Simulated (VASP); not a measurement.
# BeS (F-43m) in VASP: notebook

BeS is run at these levels: PBE; tasks: electric field gradients.

Everything below comes from runs of VASP 6.6.1. Logs are shortened: lines on timing, memory, paths and dates and some standing lists are left out, and cuts for length are marked.

### Step 1. The cell of the first run

The structure is cubic, space group F-43m (No. 216). Conventional cell: a = 3.866 Å, b = 3.866 Å, c = 3.866 Å, α = 90.00°, β = 90.00°, γ = 90.00°. Be (site symmetry -43m) has 4 S at 1.67 Å within 2.2 Å. Within 2.2 Å of S (site symmetry -43m) lie 4 Be at 1.67 Å.

### Step 2. Electric field gradients, PBE (volume scaled by 0.5)

INCAR reads:

```
SYSTEM = BeS
ALGO = Normal
EDIFF = 1E-8
ENCUT = 520
GGA = PE
ISIF = 2
ISMEAR = -1
LASPH = .True.
LCHARG = .False.
LEFG = .True.
LREAL = .False.
LWAVE = .False.
NBANDS = 11
NELM = 80
PREC = Accurate
SIGMA = 0.03
```

KPOINTS reads:

```
k-points
0
Gamma
  10 10 10
  0 0 0
```

POSCAR reads:

```
BeS
1.0
    0.0000000000      1.9327811446      1.9327811446
    1.9327811446      0.0000000000      1.9327811446
    1.9327811446      1.9327811446      0.0000000000
Be S
1 1
Direct
    0.0000000000      0.0000000000      0.0000000000
    0.2500000000      0.2500000000      0.2500000000
```

Potentials or basis: VASP PAW PBE potentials, release 64 (Be, S).

The run is started by

```console
$ cat potpaw_PBE.64/Be/POTCAR potpaw_PBE.64/S/POTCAR > POTCAR
$ mpirun -np 1 vasp_std > vasp.out
```

OUTCAR:

```text
SYSTEM = BeS
   EDIFF = 1E-8
   ENCUT = 520
   GGA = PE
   ISIF = 2
   ISMEAR = -1
   LASPH = .True.
   LREAL = .False.
   NELM = 80
   PREC = Accurate

 ion  position               nearest neighbor table
   1  0.000  0.000  0.000-   2 1.67   2 1.67   2 1.67   2 1.67
   2  0.250  0.250  0.250-   1 1.67   1 1.67   1 1.67   1 1.67

  LATTYP: Found a face centered cubic cell.
 ALAT       =     3.8655622892

  Lattice vectors:

 A1 = (   0.0000000000,   1.9327811446,   1.9327811446)
 A2 = (   1.9327811446,   0.0000000000,   1.9327811446)
 A3 = (   1.9327811446,   1.9327811446,   0.0000000000)

Analysis of symmetry for initial positions (statically):
=====================================================================
 Subroutine PRICEL returns:
 Original cell was already a primitive cell.

 Routine SETGRP: Setting up the symmetry group for a
 face centered cubic supercell.

 Subroutine GETGRP returns: Found 24 space group operations
 (whereof 24 operations were pure point group operations)
 out of a pool of 48 trial point group operations.

The static configuration has the point symmetry T_d .

Analysis of symmetry for dynamics (positions and initial velocities):
=====================================================================
 Subroutine PRICEL returns:
 Original cell was already a primitive cell.

 Routine SETGRP: Setting up the symmetry group for a
 face centered cubic supercell.

 Subroutine GETGRP returns: Found 24 space group operations
 (whereof 24 operations were pure point group operations)
 out of a pool of 48 trial point group operations.

The dynamic configuration has the point symmetry T_d .

 Subroutine INISYM returns: Found 24 space group operations
 (whereof 24 operations are pure point group operations),
 and found     1 'primitive' translations

----------------------------------------------------------------------------------------

                                     Primitive cell

  volume of cell :      14.4404

  direct lattice vectors                    reciprocal lattice vectors
     0.000000000  1.932781145  1.932781145    -0.258694577  0.258694577  0.258694577
     1.932781145  0.000000000  1.932781145     0.258694577 -0.258694577  0.258694577
     1.932781145  1.932781145  0.000000000     0.258694577  0.258694577 -0.258694577

  length of vectors
     2.733365308  2.733365308  2.733365308     0.448072150  0.448072150  0.448072150

  position of ions in fractional coordinates (direct lattice)
     0.000000000  0.000000000  0.000000000
     0.250000000  0.250000000  0.250000000

  ion indices of the primitive-cell ions
   primitive index   ion index
                 1           1
                 2           2

----------------------------------------------------------------------------------------

 KPOINTS: k-points

Automatic generation of k-mesh.
 Grid dimensions read from file:
 generate k-points for:   10   10   10

 Generating k-lattice:

  Cartesian coordinates                     Fractional coordinates (reciprocal lattice)
    -0.025869458  0.025869458  0.025869458     0.100000000  0.000000000  0.000000000
     0.025869458 -0.025869458  0.025869458     0.000000000  0.100000000  0.000000000
     0.025869458  0.025869458 -0.025869458     0.000000000  0.000000000  0.100000000

  Length of vectors
     0.044807215  0.044807215  0.044807215

  Shift w.r.t. Gamma in fractional coordinates (k-lattice)
     0.000000000  0.000000000  0.000000000

 Subroutine IBZKPT returns following result:
 ===========================================

 Found     47 irreducible k-points:

 Following reciprocal coordinates:
            Coordinates               Weight
  0.000000  0.000000  0.000000      1.000000
  0.100000  0.000000  0.000000      8.000000
  0.200000  0.000000  0.000000      8.000000
  0.300000  0.000000  0.000000      8.000000
  0.400000  0.000000  0.000000      8.000000
  0.500000  0.000000  0.000000      4.000000
[... 16 lines left out ...]
  0.300000  0.300000  0.000000      6.000000
  0.400000  0.300000  0.000000     24.000000
 [... further k-points ...]
   k-points           NKPTS =     47   k-points in BZ     NKDIM =     47   number of bands    NBANDS=     11
   number of dos      NEDOS =    301   number of ions     NIONS =      2
   total plane-waves  NPLWV =   8000
   dimension x,y,z NGX =    20 NGY =   20 NGZ =   20
   dimension x,y,z NGXF=    40 NGYF=   40 NGZF=   40
   ions per type =               1   1
   NGX,Y,Z   is equivalent  to a cutoff of  12.16, 12.16, 12.16 a.u.
   NGXF,Y,Z  is equivalent  to a cutoff of  24.33, 24.33, 24.33 a.u.
 SYSTEM =  BeS
   PREC   = accura    normal or accurate (medium, high low for compatibility)
   ISTART =      0    job   : 0-new  1-cont  2-samecut
   ICHARG =      2    charge: 1-file 2-atom 10-const
   ISPIN  =      1    spin polarized calculation?
   LNONCOLLINEAR =      F non collinear calculations
   LSORBIT =      F    spin-orbit coupling
   LASPH  =      T    aspherical Exc in radial PAW
   ENCUT  =  520.0 eV  38.22 Ry    6.18 a.u.   5.08  5.08  5.08*2*pi/ulx,y,z
   NELM   =     80;   NELMIN=  2; NELMDL= -5     # of ELM steps
   EDIFF  = 0.1E-07   stopping-criterion for ELM
   LREAL  =      F    real-space projection
   EDIFFG = 0.1E-06   stopping-criterion for IOM
   NSW    =      0    number of steps for IOM
   IBRION =     -1    ionic relax: 0-MD 1-quasi-New 2-CG
   NFREE  =      0    steps in history (QN), initial steepest desc. (CG)
   ISIF   =      2    stress and relaxation
   ISYM   =      2    0-nonsym 1-usesym 2-fastsym
   POTIM  = 0.5000    time-step for ionic-motion
   TEBEG  =    0.0;   TEEND  =   0.0 temperature during run
   PSTRESS=    0.0 pullay stress
   NELECT =       8.0000    total number of electrons
   NUPDOWN=      -1.0000    fix difference up-down
   EMIN   =  10.00;   EMAX   =-10.00  energy-range for DOS
   EFERMI =   0.00;   METHOD = LEGACY
   ISMEAR =    -1;   SIGMA  =   0.03  broadening in eV -4-tet -1-fermi 0-gaus
   EFERMI_NEDOS =   21; number of points for ismear=-14 and -15
   IALGO  =     38    algorithm
   IMIX   =      4    mixing-type and parameters
     AMIX     =   0.40;   BMIX     =  1.00
     AMIX_MAG =   1.60;   BMIX_MAG =  1.00
  volume/ion in A,a.u.               =       7.22        48.72
  Fermi-wavevector in a.u.,A,eV,Ry     =   1.344556  2.540842 24.597023  1.807830
  Thomas-Fermi vector in A             =   2.472540
   LORBIT       =      0    0 simple, 1 ext, 2 COOP (PROOUT), +10 PAW based schemes
   GGA     = PE    functional components
   LHFCALC =     F    Hartree Fock is set to
   AEXX    =    0.0000 exact exchange contribution
   IVDW    =     0    specifies the selected vdW correction
   LEPSILON=     F    determine dielectric tensor
   LRPA    =     F    only Hartree local field effects (RPA)
 non-spin polarized calculation
  energy-cutoff  :      520.00
  volume of cell :       14.44
 maximum number of plane-waves:       396
   NGX = 11   NGY = 11   NGZ = 11

 number of electron       7.9999998 magnetization

 Free energy of the ion-electron system (eV)
  ---------------------------------------------------
  ext. energy  EPLUGINS =         0.00000000
  ---------------------------------------------------
  free energy    TOTEN  =        -3.91748192 eV

  energy without entropy =       -3.91748128  energy(sigma->0) =       -3.91748160

 E-fermi :  14.4693     XC(G=0): -12.8200

 val. band max:       14.2110717683   @ k =   0.0000   0.0000   0.0000
 cond. band min:      14.7275129419   @ k =   0.5000   0.5000   0.0000
 fundamental gap:      0.5164411736
 Fermi energy:        14.4692941128

 k-point     1 :       0.0000    0.0000    0.0000
  band No.  band energies     occupation
      1      -6.2321      2.00000
      2      14.2111      1.99963
      3      14.2111      1.99963
      4      14.2111      1.99963
      5      18.4625      0.00000
      6      18.4625      0.00000
      7      18.4625      0.00000
      8      27.3979      0.00000
      9      27.9879      0.00000
     10      27.9879      0.00000
     11      34.0270      0.00000

 k-point     2 :       0.1000    0.0000    0.0000
  band No.  band energies     occupation
      1      -6.0049      2.00000
      2      12.3899      2.00000
      3      13.7613      2.00000
      4      13.7613      2.00000
      5      19.1055      0.00000
      6      19.1055      0.00000
      7      19.5589      0.00000
      8      27.0695      0.00000
      9      27.0695      0.00000
     10      28.0717      0.00000
     11      32.1392      0.00000
[... 295 lines left out ...]
 k-point    24 :       0.4000    0.3000    0.0000
  band No.  band energies     occupation
      1      -2.5868      2.00000
      2       6.7163      2.00000
      3       8.4906      2.00000
      4       8.9537      2.00000
      5      16.4625      0.00000
      6      18.4263      0.00000
      7      27.2967      0.00000
      8      28.1287      0.00000
      9      32.5961      0.00000
     10      37.0969      0.00000
     11      39.3325      0.00000

 [... further k-points ...]
[... 5 lines left out ...]
  --------------------------------------------------------------------------------------
  -------------------------------------------------------------------------------------
  Total       20.8721020     20.8721020     20.8721020     -0.0000000      0.0000000     -0.0000000
  in kB     2315.7876546   2315.7876546   2315.7876546     -0.0000000      0.0000000     -0.0000000
  external PRESSURE =    2315.7876546 kB  Pullay stress =       0.0000000 kB

 VOLUME and BASIS-vectors are now :
 -----------------------------------------------------------------------------
  energy-cutoff  :      520.00
  volume of cell :       14.44
      direct lattice vectors                 reciprocal lattice vectors
     0.000000000  1.932781145  1.932781145    -0.258694577  0.258694577  0.258694577
     1.932781145  0.000000000  1.932781145     0.258694577 -0.258694577  0.258694577
     1.932781145  1.932781145  0.000000000     0.258694577  0.258694577 -0.258694577

 POSITION                                       TOTAL-FORCE (eV/Angst)
 -----------------------------------------------------------------------------------
      0.00000      0.00000      0.00000         0.000000      0.000000     -0.000000
      0.96639      0.96639      0.96639        -0.000000     -0.000000      0.000000
 -----------------------------------------------------------------------------------
    total drift:                               -0.000000     -0.000000     -0.000000

  FREE ENERGIE OF THE ION-ELECTRON SYSTEM (eV)
  ---------------------------------------------------
  free  energy   TOTEN  =        -3.9174819159 eV

  energy  without entropy=       -3.9174812838  energy(sigma->0) =       -3.91748160

 Electric field gradients (V/A^2)
---------------------------------------------------------------------
 ion       V_xx      V_yy      V_zz      V_xy      V_xz      V_yz
---------------------------------------------------------------------
   1       0.000    -0.000    -0.000     0.000     0.000     0.000
   2       0.000    -0.000    -0.000     0.000     0.000     0.000
---------------------------------------------------------------------

 Electric field gradients after diagonalization (V/A^2)
 (convention: |V_zz| > |V_xx| > |V_yy|)
----------------------------------------------------------------------
 ion       V_xx      V_yy      V_zz     asymmetry (V_yy - V_xx)/ V_zz
----------------------------------------------------------------------
   1      -0.000    -0.000     0.000       0.000
   2      -0.000    -0.000     0.000       0.000
----------------------------------------------------------------------

           NMR quadrupolar parameters

 Cq : quadrupolar parameter    Cq=e*Q*V_zz/h
 eta: asymmetry parameters     (V_yy - V_xx)/ V_zz
 Q  : nuclear electric quadrupole moment in mb (millibarn)
----------------------------------------------------------------------
 ion       Cq(MHz)       eta       Q (mb)
----------------------------------------------------------------------
   1       0.000       0.000       1.000
   2       0.000       0.000       1.000
----------------------------------------------------------------------
```

Wall time 4 s (1 thread of Intel Xeon 6975P-C, shared host); peak memory 0.12 GiB.

What came out:

```
Free energy            : -3.9175 eV
Pressure               : 231.6 GPa
Band gap on the k mesh : 0.52 eV, indirect (least direct gap 4.25 eV)
```

Caveat: without QUAD_EFG the Cq values of the log hold for a quadrupole moment of 1 mb, not for the nuclei.

(Part 1 of 3 ends here.)
